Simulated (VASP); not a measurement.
# Te (P3_121) in VASP: settings compared

The runs below take Te through single point, with PBE, r2SCAN.

Program: VASP 6.6.1. These are calculated values, not measurements. Logs are shortened: lines on timing, memory, paths and dates and some standing lists are left out, and cuts for length are marked.

**1. The cell of the first run**

The structure is trigonal, space group P3_121 (No. 152). The conventional cell has a = 4.471 Å, b = 4.471 Å, c = 5.949 Å, α = 90.00°, β = 90.00°, γ = 120.00°. Within 3.8 Å of Te (site symmetry 2) lie 6 Te at 2.85 to 3.50 Å.

**2. Single point, PBE**

Contents of INCAR:

```
SYSTEM = Te
ALGO     = Normal         ! electronic algorithm
EDIFF    = 1E-6           ! SCF threshold, eV
ENCUT    = 500            ! plane-wave cutoff, eV
GGA      = PE             ! functional
GGA_COMPAT= .False.      
ISIF     = 2              ! what is computed and relaxed
ISMEAR   = 0              ! smearing method
LASPH    = .True.         ! aspherical terms in the spheres
LCHARG   = .True.         ! write CHGCAR
LELF     = .True.         ! ELF
LREAL    = .False.        ! projectors in reciprocal space
LVHAR    = .True.       
LWAVE    = .False.        ! write WAVECAR
NBANDS   = 16             ! bands
NELM     = 120            ! most SCF steps
PREC     = Accurate       ! precision mode
SIGMA    = 0.01           ! smearing width, eV
```

Contents of KPOINTS:

```
k-points
0
Gamma
  6 6 4
  0 0 0
```

Contents of POSCAR:

```
Te
1.0
    4.4712577151      0.0000000000      0.0000000000
   -2.2356288575      3.8722227681      0.0000000000
    0.0000000000      0.0000000000      5.9487470219
Te
3
Direct
    0.2641920680      0.0000000000      0.3333333333
    0.0000000000      0.2641920680      0.6666666667
    0.7358079320      0.7358079320      0.0000000000
```

Potentials or basis: VASP PAW PBE potentials, release 64 (Te).

Run with:

```
$ cat potpaw_PBE.64/Te/POTCAR > POTCAR
$ mpirun -np 1 vasp_std > vasp.out
```

OUTCAR:

```text
SYSTEM = Te
   EDIFF = 1E-6
   ENCUT = 500
   GGA = PE
   ISIF = 2
   ISMEAR = 0
   LASPH = .True.
   LREAL = .False.
   NELM = 120
   PREC = Accurate

 ion  position               nearest neighbor table
   1  0.264  0.000  0.333-   3 2.85   2 2.85   3 3.50   3 3.50   2 3.50   2 3.50
   2  0.000  0.264  0.667-   3 2.85   1 2.85   3 3.50   3 3.50   1 3.50   1 3.50
   3  0.736  0.736  0.000-   2 2.85   1 2.85   2 3.50   1 3.50   1 3.50   2 3.50

  LATTYP: Found a hexagonal cell.
 ALAT       =     4.4712577151
 C/A-ratio  =     1.3304415448

  Lattice vectors:

 A1 = (   4.4712577151,   0.0000000000,   0.0000000000)
 A2 = (  -2.2356288575,   3.8722227681,   0.0000000000)
 A3 = (   0.0000000000,   0.0000000000,   5.9487470219)

Analysis of symmetry for initial positions (statically):
=====================================================================
 Subroutine PRICEL returns:
 Original cell was already a primitive cell.

 Routine SETGRP: Setting up the symmetry group for a
 hexagonal supercell.

 Subroutine GETGRP returns: Found  6 space group operations
 (whereof  2 operations were pure point group operations)
 out of a pool of 24 trial point group operations.

The static configuration has the point symmetry C_2 .
 The point group associated with its full space group is D_3 .

Analysis of symmetry for dynamics (positions and initial velocities):
=====================================================================
 Subroutine PRICEL returns:
 Original cell was already a primitive cell.

 Routine SETGRP: Setting up the symmetry group for a
 hexagonal supercell.

 Subroutine GETGRP returns: Found  6 space group operations
 (whereof  2 operations were pure point group operations)
 out of a pool of 24 trial point group operations.

The dynamic configuration has the point symmetry C_2 .
 The point group associated with its full space group is D_3 .

 Subroutine INISYM returns: Found  6 space group operations
 (whereof  2 operations are pure point group operations),
 and found     1 'primitive' translations

----------------------------------------------------------------------------------------

                                     Primitive cell

  volume of cell :     102.9949

  direct lattice vectors                    reciprocal lattice vectors
     4.471257715  0.000000000  0.000000000     0.223650718  0.129124802  0.000000000
    -2.235628858  3.872222768  0.000000000     0.000000000  0.258249605  0.000000000
     0.000000000  0.000000000  5.948747022     0.000000000  0.000000000  0.168102627

  length of vectors
     4.471257715  4.471257715  5.948747022     0.258249605  0.258249605  0.168102627

  position of ions in fractional coordinates (direct lattice)
     0.264192068  0.000000000  0.333333333
     0.000000000  0.264192068  0.666666667
     0.735807932  0.735807932  0.000000000

  ion indices of the primitive-cell ions
   primitive index   ion index
                 1           1
                 2           2
                 3           3

----------------------------------------------------------------------------------------

 KPOINTS: k-points

Automatic generation of k-mesh.
 Grid dimensions read from file:
 generate k-points for:    6    6    4

 Generating k-lattice:

  Cartesian coordinates                     Fractional coordinates (reciprocal lattice)
     0.037275120  0.021520800  0.000000000     0.166666667  0.000000000  0.000000000
     0.000000000  0.043041601  0.000000000     0.000000000  0.166666667  0.000000000
     0.000000000  0.000000000  0.042025657     0.000000000  0.000000000  0.250000000

  Length of vectors
     0.043041601  0.043041601  0.042025657

  Shift w.r.t. Gamma in fractional coordinates (k-lattice)
     0.000000000  0.000000000  0.000000000

 Subroutine IBZKPT returns following result:
 ===========================================

 Found     24 irreducible k-points:

 Following reciprocal coordinates:
            Coordinates               Weight
  0.000000  0.000000  0.000000      1.000000
  0.166667  0.000000  0.000000      6.000000
  0.333333 -0.000000  0.000000      6.000000
  0.500000 -0.000000  0.000000      3.000000
  0.166667  0.166667  0.000000      6.000000
  0.333333  0.166667  0.000000     12.000000
[... 16 lines left out ...]
  0.333333  0.166667  0.500000     12.000000
  0.333333  0.333333  0.500000      2.000000
   k-points           NKPTS =     24   k-points in BZ     NKDIM =     24   number of bands    NBANDS=     16
   number of dos      NEDOS =    301   number of ions     NIONS =      3
   total plane-waves  NPLWV =  62208
   dimension x,y,z NGX =    36 NGY =   36 NGZ =   48
   dimension x,y,z NGXF=    72 NGYF=   72 NGZF=   96
   ions per type =               3
   NGX,Y,Z   is equivalent  to a cutoff of  13.39, 13.39, 13.41 a.u.
   NGXF,Y,Z  is equivalent  to a cutoff of  26.77, 26.77, 26.83 a.u.
 SYSTEM =  Te
   PREC   = accura    normal or accurate (medium, high low for compatibility)
   ISTART =      0    job   : 0-new  1-cont  2-samecut
   ICHARG =      2    charge: 1-file 2-atom 10-const
   ISPIN  =      1    spin polarized calculation?
   LNONCOLLINEAR =      F non collinear calculations
   LSORBIT =      F    spin-orbit coupling
   LASPH  =      T    aspherical Exc in radial PAW
   ENCUT  =  500.0 eV  36.75 Ry    6.06 a.u.   8.15  8.15 10.85*2*pi/ulx,y,z
   NELM   =    120;   NELMIN=  2; NELMDL= -5     # of ELM steps
   EDIFF  = 0.1E-05   stopping-criterion for ELM
   LREAL  =      F    real-space projection
   EDIFFG = 0.1E-04   stopping-criterion for IOM
   NSW    =      0    number of steps for IOM
   IBRION =     -1    ionic relax: 0-MD 1-quasi-New 2-CG
   NFREE  =      0    steps in history (QN), initial steepest desc. (CG)
   ISIF   =      2    stress and relaxation
   ISYM   =      2    0-nonsym 1-usesym 2-fastsym
   POTIM  = 0.5000    time-step for ionic-motion
   TEBEG  =    0.0;   TEEND  =   0.0 temperature during run
   PSTRESS=    0.0 pullay stress
   NELECT =      18.0000    total number of electrons
   NUPDOWN=      -1.0000    fix difference up-down
   EMIN   =  10.00;   EMAX   =-10.00  energy-range for DOS
   EFERMI =   0.00;   METHOD = LEGACY
   ISMEAR =     0;   SIGMA  =   0.01  broadening in eV -4-tet -1-fermi 0-gaus
   EFERMI_NEDOS =   21; number of points for ismear=-14 and -15
   IALGO  =     38    algorithm
   IMIX   =      4    mixing-type and parameters
     AMIX     =   0.40;   BMIX     =  1.00
     AMIX_MAG =   1.60;   BMIX_MAG =  1.00
  volume/ion in A,a.u.               =      34.33       231.68
  Fermi-wavevector in a.u.,A,eV,Ry     =   0.915294  1.729654 11.398452  0.837763
  Thomas-Fermi vector in A             =   2.040019
   LORBIT       =      0    0 simple, 1 ext, 2 COOP (PROOUT), +10 PAW based schemes
   GGA     = PE    functional components
   LHFCALC =     F    Hartree Fock is set to
   AEXX    =    0.0000 exact exchange contribution
   IVDW    =     0    specifies the selected vdW correction
   LEPSILON=     F    determine dielectric tensor
   LRPA    =     F    only Hartree local field effects (RPA)
 non-spin polarized calculation
 Gauss-broadening in eV      SIGMA  =   0.01
  energy-cutoff  :      500.00
  volume of cell :      102.99
 maximum number of plane-waves:      2655
 NGX is ok and might be reduce to    36
   NGX = 17   NGY = 17   NGZ = 21

 number of electron      17.9999997 magnetization

 Free energy of the ion-electron system (eV)
  ---------------------------------------------------
  ext. energy  EPLUGINS =         0.00000000
  ---------------------------------------------------
  free energy    TOTEN  =        -9.41106797 eV

  energy without entropy =       -9.41106797  energy(sigma->0) =       -9.41106797

 E-fermi :   5.8661     XC(G=0):  -9.0116

 val. band max:        5.7848526498   @ k =   0.3333   0.3333   0.5000
 cond. band min:       5.9463735637   @ k =   0.3333   0.3333   0.5000
 fundamental gap:      0.1615209139
 Fermi energy:         5.8660708538

 k-point     1 :       0.0000    0.0000    0.0000
  band No.  band energies     occupation
      1      -7.7750      2.00000
      2      -4.4949      2.00000
      3      -4.4949      2.00000
      4       2.7552      2.00000
      5       3.0278      2.00000
      6       3.0278      2.00000
[... 8 lines left out ...]
     15      11.7009      0.00000
     16      12.1286      0.00000

 k-point     2 :       0.1667    0.0000    0.0000
  band No.  band energies     occupation
      1      -7.5971      2.00000
      2      -4.5594      2.00000
      3      -4.4450      2.00000
      4       1.7289      2.00000
      5       2.3476      2.00000
      6       2.7293      2.00000
[... 8 lines left out ...]
     15      11.9488      0.00000
     16      12.3286      0.00000

 k-point     3 :       0.3333   -0.0000    0.0000
  band No.  band energies     occupation
      1      -7.1364      2.00000
      2      -4.8659      2.00000
      3      -4.3325      2.00000
      4       1.0073      2.00000
      5       1.6421      2.00000
      6       2.2727      2.00000
[... 8 lines left out ...]
     15      12.8606      0.00000
     16      13.5905      0.00000

 k-point     4 :       0.5000   -0.0000    0.0000
  band No.  band energies     occupation
      1      -6.7909      2.00000
      2      -5.1771      2.00000
      3      -4.2699      2.00000
      4       0.9740      2.00000
      5       1.4242      2.00000
      6       2.3021      2.00000
[... 8 lines left out ...]
     15      14.4207      0.00000
     16      14.6887      0.00000

 k-point     5 :       0.1667    0.1667    0.0000
  band No.  band energies     occupation
      1      -7.2735      2.00000
      2      -4.6905      2.00000
      3      -4.4339      2.00000
      4       1.2302      2.00000
      5       1.4749      2.00000
      6       2.8044      2.00000
[... 8 lines left out ...]
     15      12.5356      0.00000
     16      13.3455      0.00000

 k-point     6 :       0.3333    0.1667    0.0000
  band No.  band energies     occupation
      1      -6.8165      2.00000
      2      -4.9950      2.00000
      3      -4.4544      2.00000
      4       1.0817      2.00000
      5       1.3278      2.00000
      6       2.4103      2.00000
[... 8 lines left out ...]
     15      13.5774      0.00000
     16      13.9602      0.00000
[... 267 lines left out ...]
 k-point    21 :       0.5000   -0.0000    0.5000
  band No.  band energies     occupation
      1      -6.2985      2.00000
      2      -5.9487      2.00000
      3      -4.0819      2.00000
      4       0.1993      2.00000
      5       2.1218      2.00000
      6       2.1834      2.00000
[... 8 lines left out ...]
     15      13.8096      0.00000
     16      13.9490      0.00000

 k-point    22 :       0.1667    0.1667    0.5000
  band No.  band energies     occupation
      1      -6.5288      2.00000
      2      -6.4326      2.00000
      3      -3.3469      2.00000
      4       1.2118      2.00000
      5       1.9959      2.00000
      6       2.1354      2.00000
[... 8 lines left out ...]
     15      12.3272      0.00000
     16      12.5928      0.00000

 k-point    23 :       0.3333    0.1667    0.5000
  band No.  band energies     occupation
      1      -6.2489      2.00000
      2      -6.0353      2.00000
      3      -3.9964      2.00000
      4       0.4823      2.00000
      5       1.4206      2.00000
      6       1.5819      2.00000
[... 8 lines left out ...]
     15      12.5776      0.00000
     16      13.2923      0.00000

 k-point    24 :       0.3333    0.3333    0.5000
  band No.  band energies     occupation
      1      -6.0152      2.00000
      2      -6.0152      2.00000
      3      -4.1794      2.00000
      4       0.6693      2.00000
      5       0.8791      2.00000
      6       0.8791      2.00000
[... 8 lines left out ...]
     15      12.3074      0.00000
     16      12.8064      0.00000

------------------------ aborting loop because EDIFF is reached ----------------------------------------

  FORCE on cell =-STRESS in cart. coord.  units (eV):
  Direction    XX          YY          ZZ          XY          YZ          ZX
  --------------------------------------------------------------------------------------
  -------------------------------------------------------------------------------------
  Total        0.8581442      0.8581442      1.0187381      0.0000000     -0.0000000     -0.0000000
  in kB       13.3492028     13.3492028     15.8473837      0.0000000     -0.0000000     -0.0000000
  external PRESSURE =      14.1819298 kB  Pullay stress =       0.0000000 kB

 VOLUME and BASIS-vectors are now :
 -----------------------------------------------------------------------------
  energy-cutoff  :      500.00
  volume of cell :      102.99
      direct lattice vectors                 reciprocal lattice vectors
     4.471257715  0.000000000  0.000000000     0.223650718  0.129124802  0.000000000
    -2.235628858  3.872222768  0.000000000     0.000000000  0.258249605  0.000000000
     0.000000000  0.000000000  5.948747022     0.000000000  0.000000000  0.168102627

 POSITION                                       TOTAL-FORCE (eV/Angst)
 -----------------------------------------------------------------------------------
      1.18127      0.00000      1.98292         0.228984     -0.000000      0.000000
     -0.59064      1.02301      3.96583        -0.114492      0.198306     -0.000000
      1.64499      2.84921      0.00000        -0.114492     -0.198306      0.000000
 -----------------------------------------------------------------------------------
    total drift:                                0.000000     -0.000000      0.000000

  FREE ENERGIE OF THE ION-ELECTRON SYSTEM (eV)
  ---------------------------------------------------
  free  energy   TOTEN  =        -9.4110679654 eV

  energy  without entropy=       -9.4110679654  energy(sigma->0) =       -9.41106797
```

It took 70 s on 1 thread of AMD EPYC 7R13, shared host; peak memory 0.2 GiB.

Results:

```yaml
Free_energy: -9.4111 eV
Pressure: 1.4 GPa
Largest_force: 0.229 eV/Å
Band_gap_on_the_k_mesh: 0.16 eV, direct
```

Forces on the atoms (eV/Å):
```
Te   0.229  0.000  0.000
Te  -0.114  0.198  0.000
Te  -0.114 -0.198  0.000
```

Stress tensor (GPa, compression positive):
```
1.33 0.00 0.00
0.00 1.33 0.00
0.00 0.00 1.58
```

Caveat: spin-orbit coupling is left out, which moves the levels of the heavy elements.

[end of part 1 of 2]
